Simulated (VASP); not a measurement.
# Ta (Im-3m) in VASP: further runs

The runs below take Ta through single point, with PBEsol.

Program: VASP 6.6.1. These are calculated values, not measurements. Logs are shortened: lines on timing, memory, paths and dates and some standing lists are left out, and cuts for length are marked.

**1. The cell of the first run**

Symmetry: Im-3m, No. 229, cubic system. Conventional cell: a = 3.144 Å, b = 3.144 Å, c = 3.144 Å, α = 90.00°, β = 90.00°, γ = 90.00°. Within 3.6 Å of Ta (site symmetry m-3m) lie 14 Ta at 2.72 to 3.14 Å.

**2. Single point, PBEsol (volume 15.533 Å^3 an atom, c/a of the conventional cell 1.0000)**

INCAR

```
SYSTEM = Ta
PREC = Accurate
ENCUT = 520
EDIFF = 1E-6
ISMEAR = 0
SIGMA = 0.15
LREAL = .False.
LASPH = .True.
NELM = 60
ALGO = Fast
ISIF = 2
LWAVE = .False.
LCHARG = .False.
GGA = PS
NBANDS = 12
```

KPOINTS

```
Automatic mesh
0
Gamma
  22 22 22
  0 0 0
```

POSCAR

```
Ta
1.0
   -1.5718042195      1.5718042195      1.5718042195
    1.5718042195     -1.5718042195      1.5718042195
    1.5718042195      1.5718042195     -1.5718042195
Ta
1
Direct
    0.0000000000      0.0000000000      0.0000000000
```

Potentials or basis: VASP PAW PBE potentials, release 64 (Ta_pv).

The run is started by

```sh
cat potpaw_PBE.64/Ta_pv/POTCAR > POTCAR
mpirun -np 1 vasp_std > vasp.out
```

OUTCAR:

```text
SYSTEM = Ta
   PREC = Accurate
   ENCUT = 520
   EDIFF = 1E-6
   ISMEAR = 0
   LREAL = .False.
   LASPH = .True.
   NELM = 60
   ISIF = 2
   GGA = PS

 ion  position               nearest neighbor table
   1  0.000  0.000  0.000-

  LATTYP: Found a body centered cubic cell.
 ALAT       =     3.1436084390

  Lattice vectors:

 A1 = (  -1.5718042195,   1.5718042195,   1.5718042195)
 A2 = (   1.5718042195,  -1.5718042195,   1.5718042195)
 A3 = (   1.5718042195,   1.5718042195,  -1.5718042195)

Analysis of symmetry for initial positions (statically):
=====================================================================
 Subroutine PRICEL returns:
 Original cell was already a primitive cell.

 Routine SETGRP: Setting up the symmetry group for a
 body centered cubic supercell.

 Subroutine GETGRP returns: Found 48 space group operations
 (whereof 48 operations were pure point group operations)
 out of a pool of 48 trial point group operations.

The static configuration has the point symmetry O_h .

Analysis of symmetry for dynamics (positions and initial velocities):
=====================================================================
 Subroutine PRICEL returns:
 Original cell was already a primitive cell.

 Routine SETGRP: Setting up the symmetry group for a
 body centered cubic supercell.

 Subroutine GETGRP returns: Found 48 space group operations
 (whereof 48 operations were pure point group operations)
 out of a pool of 48 trial point group operations.

The dynamic configuration has the point symmetry O_h .

 Subroutine INISYM returns: Found 48 space group operations
 (whereof 48 operations are pure point group operations),
 and found     1 'primitive' translations

----------------------------------------------------------------------------------------

                                     Primitive cell

  volume of cell :      15.5330

  direct lattice vectors                    reciprocal lattice vectors
    -1.571804219  1.571804219  1.571804219     0.000000000  0.318105775  0.318105775
     1.571804219 -1.571804219  1.571804219     0.318105775  0.000000000  0.318105775
     1.571804219  1.571804219 -1.571804219     0.318105775  0.318105775  0.000000000

  length of vectors
     2.722444768  2.722444768  2.722444768     0.449869502  0.449869502  0.449869502

  position of ions in fractional coordinates (direct lattice)
     0.000000000  0.000000000  0.000000000

  ion indices of the primitive-cell ions
   primitive index   ion index
[... 76 lines left out ...]
   NSW    =      0    number of steps for IOM
   IBRION =     -1    ionic relax: 0-MD 1-quasi-New 2-CG
   NFREE  =      0    steps in history (QN), initial steepest desc. (CG)
   ISIF   =      2    stress and relaxation
   ISYM   =      2    0-nonsym 1-usesym 2-fastsym
   POTIM  = 0.5000    time-step for ionic-motion
   TEBEG  =    0.0;   TEEND  =   0.0 temperature during run
   PSTRESS=    0.0 pullay stress
   NELECT =      11.0000    total number of electrons
   NUPDOWN=      -1.0000    fix difference up-down
   EMIN   =  10.00;   EMAX   =-10.00  energy-range for DOS
   EFERMI =   0.00;   METHOD = LEGACY
   ISMEAR =     0;   SIGMA  =   0.15  broadening in eV -4-tet -1-fermi 0-gaus
   EFERMI_NEDOS =   21; number of points for ismear=-14 and -15
   IALGO  =     68    algorithm
   IMIX   =      4    mixing-type and parameters
     AMIX     =   0.40;   BMIX     =  1.00
     AMIX_MAG =   1.60;   BMIX_MAG =  1.00
  volume/ion in A,a.u.               =      15.53       104.82
  Fermi-wavevector in a.u.,A,eV,Ry     =   1.459219  2.757525 28.971177  2.129321
  Thomas-Fermi vector in A             =   2.575812
   LORBIT       =      0    0 simple, 1 ext, 2 COOP (PROOUT), +10 PAW based schemes
   GGA     = PS    functional components
   LHFCALC =     F    Hartree Fock is set to
   AEXX    =    0.0000 exact exchange contribution
   IVDW    =     0    specifies the selected vdW correction
   LEPSILON=     F    determine dielectric tensor
   LRPA    =     F    only Hartree local field effects (RPA)
 non-spin polarized calculation
 RMM-DIIS sequential band-by-band and
 Gauss-broadening in eV      SIGMA  =   0.15
  energy-cutoff  :      520.00
  volume of cell :       15.53
 maximum number of plane-waves:       430
   NGX = 11   NGY = 11   NGZ = 11

 number of electron      11.0000003 magnetization

 Free energy of the ion-electron system (eV)
  ---------------------------------------------------
  ext. energy  EPLUGINS =         0.00000000
  ---------------------------------------------------
  free energy    TOTEN  =       -12.34928378 eV

  energy without entropy =      -12.33720433  energy(sigma->0) =      -12.34324405

 E-fermi :   6.5733     XC(G=0): -13.5051

 val. band max:        6.5694699928   @ k =   0.0909   0.0455   0.0455
 cond. band min:       6.5733026393   @ k =  -0.1818   0.2727   0.0909
 fundamental gap:      0.0038326464
 Fermi energy:         6.5732891544

 k-point     1 :       0.0000    0.0000    0.0000
  band No.  band energies     occupation
      1     -25.8410      2.00000
      2     -25.8410      2.00000
      3     -25.8410      2.00000
      4      -1.8872      2.00000
      5       7.2682      0.00000
      6       7.2682      0.00000
      7       7.2682      0.00000
      8      11.0924      0.00000
      9      11.0924      0.00000
     10      22.3264      0.00000
     11      22.3264      0.00000
     12      22.3264      0.00000
[... 331 lines left out ...]
 k-point    24 :       0.1364    0.0909    0.0000
  band No.  band energies     occupation
      1     -26.5273      2.00000
      2     -26.0165      2.00000
      3     -25.8955      2.00000
      4      -0.0039      2.00000
      5       6.2645      1.99640
      6       6.4319      1.81747
      7       9.4175      0.00000
      8       9.9399      0.00000
      9      11.4340      0.00000
     10      21.7433      0.00000
     11      23.7773      0.00000
     12      25.0628      0.00000

 [... further k-points ...]
[... 5 lines left out ...]
  --------------------------------------------------------------------------------------
  -------------------------------------------------------------------------------------
  Total        3.3326854      3.3326854      3.3326854     -0.0000000     -0.0000000      0.0000000
  in kB      343.7554273    343.7554273    343.7554273     -0.0000000     -0.0000000      0.0000000
  external PRESSURE =     343.7554273 kB  Pullay stress =       0.0000000 kB

 VOLUME and BASIS-vectors are now :
 -----------------------------------------------------------------------------
  energy-cutoff  :      520.00
  volume of cell :       15.53
      direct lattice vectors                 reciprocal lattice vectors
    -1.571804219  1.571804219  1.571804219     0.000000000  0.318105775  0.318105775
     1.571804219 -1.571804219  1.571804219     0.318105775  0.000000000  0.318105775
     1.571804219  1.571804219 -1.571804219     0.318105775  0.318105775  0.000000000

 POSITION                                       TOTAL-FORCE (eV/Angst)
 -----------------------------------------------------------------------------------
      0.00000      0.00000      0.00000         0.000000      0.000000     -0.000000
 -----------------------------------------------------------------------------------
    total drift:                                0.000000     -0.000000      0.000000

  FREE ENERGIE OF THE ION-ELECTRON SYSTEM (eV)
  ---------------------------------------------------
  free  energy   TOTEN  =       -12.3492837759 eV

  energy  without entropy=      -12.3372043278  energy(sigma->0) =      -12.34324405
```

It took 35 s on 1 thread of AMD EPYC 9R45 (Zen 5), shared host; peak memory 0.14 GiB.

Results:

- Free energy: -12.3493 eV
- Pressure: 34.4 GPa

Caveat: the PAW data sets were made with another functional, which shifts forces and pressure a little; spin-orbit coupling is left out, which moves the levels of the heavy elements.

**3. Single point, PBEsol (volume 16.239 Å^3 an atom, c/a of the conventional cell 1.0000)**

INCAR

```
SYSTEM = Ta
PREC = Accurate
ENCUT = 520
EDIFF = 1E-7
ISMEAR = 0
SIGMA = 0.15
LREAL = .FALSE.
LASPH = .TRUE.
NELM = 60
ALGO = Normal
ISIF = 2
LWAVE = .FALSE.
LCHARG = .FALSE.
GGA = PS
NBANDS = 12
```

KPOINTS

```
Automatic mesh
0
G
  22 22 22
  0 0 0
```

POSCAR

```
Ta
1.0
   -1.5952659547      1.5952659547      1.5952659547
    1.5952659547     -1.5952659547      1.5952659547
    1.5952659547      1.5952659547     -1.5952659547
Ta
1
Direct
    0.0000000000      0.0000000000      0.0000000000
```

Potentials or basis: VASP PAW PBE potentials, release 64 (Ta_pv).

The run is started by

```sh
cat potpaw_PBE.64/Ta_pv/POTCAR > POTCAR
mpirun -np 1 vasp_std > vasp.out
```

OUTCAR:

```text
SYSTEM = Ta
   PREC = Accurate
   ENCUT = 520
   EDIFF = 1E-7
   ISMEAR = 0
   LREAL = .FALSE.
   LASPH = .TRUE.
   NELM = 60
   ISIF = 2
   GGA = PS

 ion  position               nearest neighbor table
   1  0.000  0.000  0.000-

  LATTYP: Found a body centered cubic cell.
 ALAT       =     3.1905319094

  Lattice vectors:

 A1 = (  -1.5952659547,   1.5952659547,   1.5952659547)
 A2 = (   1.5952659547,  -1.5952659547,   1.5952659547)
 A3 = (   1.5952659547,   1.5952659547,  -1.5952659547)

[... 530 lines left out ...]
      4      -0.3355      2.00000
      5       5.9463      1.97342
      6       6.1017      1.54832
      7       8.9167      0.00000
      8       9.4627      0.00000
      9      10.8621      0.00000
     10      21.2059      0.00000
     11      23.0764      0.00000
     12      24.2214      0.00000

 [... further k-points ...]
[... 5 lines left out ...]
  --------------------------------------------------------------------------------------
  -------------------------------------------------------------------------------------
  Total        2.1021640      2.1021640      2.1021640      0.0000000      0.0000000     -0.0000000
  in kB      207.4043653    207.4043653    207.4043653      0.0000000      0.0000000     -0.0000000
  external PRESSURE =     207.4043653 kB  Pullay stress =       0.0000000 kB

 VOLUME and BASIS-vectors are now :
 -----------------------------------------------------------------------------
  energy-cutoff  :      520.00
  volume of cell :       16.24
      direct lattice vectors                 reciprocal lattice vectors
    -1.595265955  1.595265955  1.595265955     0.000000000  0.313427362  0.313427362
     1.595265955 -1.595265955  1.595265955     0.313427362  0.000000000  0.313427362
     1.595265955  1.595265955 -1.595265955     0.313427362  0.313427362  0.000000000

 POSITION                                       TOTAL-FORCE (eV/Angst)
 -----------------------------------------------------------------------------------
      0.00000      0.00000      0.00000         0.000000      0.000000     -0.000000
 -----------------------------------------------------------------------------------
    total drift:                               -0.000000      0.000000      0.000000

  FREE ENERGIE OF THE ION-ELECTRON SYSTEM (eV)
  ---------------------------------------------------
  free  energy   TOTEN  =       -12.4699147211 eV

  energy  without entropy=      -12.4567698805  energy(sigma->0) =      -12.46334230
```

OSZICAR:

```text
N       E                     dE             d eps       ncg     rms          rms(c)
DAV:   1     0.602902618816E+02    0.60290E+02   -0.60676E+03  7920   0.891E+02
DAV:   2    -0.119105254883E+02   -0.72201E+02   -0.70406E+02  8812   0.250E+02
DAV:   3    -0.129027764058E+02   -0.99225E+00   -0.98391E+00  9272   0.274E+01
DAV:   4    -0.129049632460E+02   -0.21868E-02   -0.21866E-02  8700   0.143E+00
DAV:   5    -0.129049690551E+02   -0.58091E-05   -0.58091E-05  9120   0.700E-02    0.166E+01
DAV:   6    -0.125792958158E+02    0.32567E+00   -0.24317E-01  9232   0.527E+00    0.842E+00
DAV:   7    -0.124716828862E+02    0.10761E+00   -0.22597E-01  9112   0.478E+00    0.402E-01
DAV:   8    -0.124699545488E+02    0.17283E-02   -0.46390E-03  8268   0.721E-01    0.114E-01
DAV:   9    -0.124699170960E+02    0.37453E-04   -0.10100E-04  9080   0.112E-01    0.242E-02
DAV:  10    -0.124699149765E+02    0.21196E-05   -0.28624E-06  8596   0.188E-02    0.424E-03
DAV:  11    -0.124699147472E+02    0.22927E-06   -0.62867E-08  5852   0.276E-03    0.437E-04
DAV:  12    -0.124699147211E+02    0.26121E-07   -0.46142E-09  4304   0.784E-04
   1 F= -.12469915E+02 E0= -.12463342E+02  d E =-.131448E-01
```

stdout:

```text
POSCAR found type information on POSCAR Ta
 POSCAR found :  1 types and       1 ions
 scaLAPACK will be used
 -----------------------------------------------------------------------------
|                                                                             |
|                                                                             |
|     You enforced a specific xc type in the INCAR file but a different       |
|     I HOPE YOU KNOW WHAT YOU ARE DOING!                                     |
|                                                                             |
 -----------------------------------------------------------------------------

 LDA part: xc-table for (Slater+PW92), standard interpolation
 POSCAR, INCAR and KPOINTS ok, starting setup
 FFT: planning ... GRIDC
 FFT: planning ... GRID_SOFT
 FFT: planning ... GRID
 WAVECAR not read
 entering main loop
```

Wall time 45 s (1 thread of AMD EPYC 9R45 (Zen 5), shared host); peak memory 0.16 GiB.

Results:

```yaml
Free_energy: -12.4699 eV
Pressure: 20.7 GPa
```

Levels at points of the mesh, in eV from the Fermi level:
| k point | band 4 | band 5 | band 6 | band 7 | band 8 | band 9 |
| --- | --- | --- | --- | --- | --- | --- |
| (0.00, 0.00, 0.00) | -8.31 | 0.71 | 0.71 | 0.71 | 4.36 | 4.36 |
| (0.50, 0.00, 0.00) | -4.88 | -1.88 | 2.16 | 4.33 | 5.48 | 8.89 |
| (0.50, 0.50, 0.50) | -4.47 | -4.47 | 7.74 | 7.74 | 7.74 | 9.68 |

Caveat: the PAW data sets were made with another functional, which shifts forces and pressure a little; spin-orbit coupling is left out, which moves the levels of the heavy elements.

[end of part 1 of 2]
